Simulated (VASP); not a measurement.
Here is a VASP 6.6.1 calculation.

File INCAR:

```
PREC     = Accurate       # precision mode
ENCUT    = 520            # plane-wave cutoff, eV
EDIFF    = 1E-6           # SCF threshold, eV
ISMEAR   = -1             # smearing method
SIGMA    = 0.05           # smearing width, eV
LREAL    = False          # projectors in reciprocal space
LASPH    = True           # aspherical terms in the spheres
NELM     = 60             # most SCF steps
ALGO     = Normal         # electronic algorithm
ISIF     = 2              # what is computed and relaxed
LWAVE    = False          # write WAVECAR
LCHARG   = False          # write CHGCAR
GGA      = PS             # functional
NBANDS   = 25             # bands
```

Contents of KPOINTS:

```
Automatic mesh
0
Gamma
  10 10 5
```

Contents of POSCAR:

```
CuO
1.0
    2.0418453053     -2.0464952828      0.1601687068
    2.0418453053      2.0464952828      0.1601687068
   -0.3952055472      0.0000000000      5.0743944485
Cu O
2 2
Direct
    0.5000000000      0.0000000000      0.5000000000
    0.0000000000      0.5000000000      0.0000000000
    0.5000654191      0.4999345809      0.7500000000
    0.4999345809      0.5000654191      0.2500000000
```

Potentials or basis: VASP PAW PBE potentials, release 64 (Cu, O).

Command:

```sh
$ cat potpaw_PBE.64/Cu/POTCAR potpaw_PBE.64/O/POTCAR > POTCAR
$ mpirun -np 1 vasp_std > vasp.out
```

(1) Estimate the band gap on the k mesh.

(2) What does it give for the pressure?

Answers

(1) zero (band 17 reaches 5.92 eV, above the bottom of band 18 at 4.93 eV).

(2) 0.8 GPa.

Caveat: the PAW data sets were made with another functional, which shifts forces and pressure a little; semilocal functionals often make such compounds metallic where correlation or magnetic order opens a gap, which also shifts bond lengths.
